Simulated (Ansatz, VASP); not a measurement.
# Two plane-wave programs on NiO

Contents of INCAR:

```
ALGO = Normal
EDIFF = 1E-7
ENCUT = 520
GGA = PE
ISIF = 2
ISMEAR = 0
LASPH = T
LCHARG = F
LREAL = F
LWAVE = F
NBANDS = 15
NELM = 80
PREC = Accurate
SIGMA = 0.05
```

The input KPOINTS:

```
k-points
0
Gamma
  14 14 14
```

Contents of POSCAR:

```
NiO
1.0
    0.0000000000      2.0656724582      2.0656724582
    2.0656724582      0.0000000000      2.0656724582
    2.0656724582      2.0656724582      0.0000000000
Ni O
1 1
Direct
    0.0000000000      0.0000000000      0.0000000000
    0.5000000000      0.5000000000      0.5000000000
```

Input for Ansatz:

```yaml
crystal:
  lattice:
    - [0.0, 2.0656724582, 2.0656724582]
    - [2.0656724582, 0.0, 2.0656724582]
    - [2.0656724582, 2.0656724582, 0.0]
  atoms:
    - { symbol: Ni, position: [0.0, 0.0, 0.0] }
    - { symbol: O, position: [0.5, 0.5, 0.5] }
basis:
  ecutwfc: 420
  ecutrho_ratio: 4
kpoints:
  mp_grid: { grid: [14, 14, 14] }
hamiltonian:
  xc: pbe
scf:
  occupations: { method: gaussian, width: 0.05 }
output:
  forces: true
  stress: true
  eigenvalues: true
```

Alike in both runs: task single point; functional PBE; k mesh 14 × 14 × 14; occupations gaussian, width 0.05 eV; no spin polarisation.

|  | VASP | Ansatz |
| --- | --- | --- |
| version | VASP 6.6.1 | Ansatz 0.2.0 |
| potentials or method | VASP PAW PBE potentials, release 64 (Ni, O), cutoff 520 eV | scalar-relativistic, plane waves, PAW |
| valence electrons in the cell | 16 | 24 |

```csv
,VASP,Ansatz,Ansatz less VASP
gap on the k mesh at the Fermi level (eV),none,none,-
pressure (GPa),4.5,4.3,-0.16
```

A gap of «none» marks a metal or a gap that the smearing closes. VASP's potentials hold 16 valence electrons a cell and Ansatz's 24, so a difference there can come from the potentials and not from the codes.
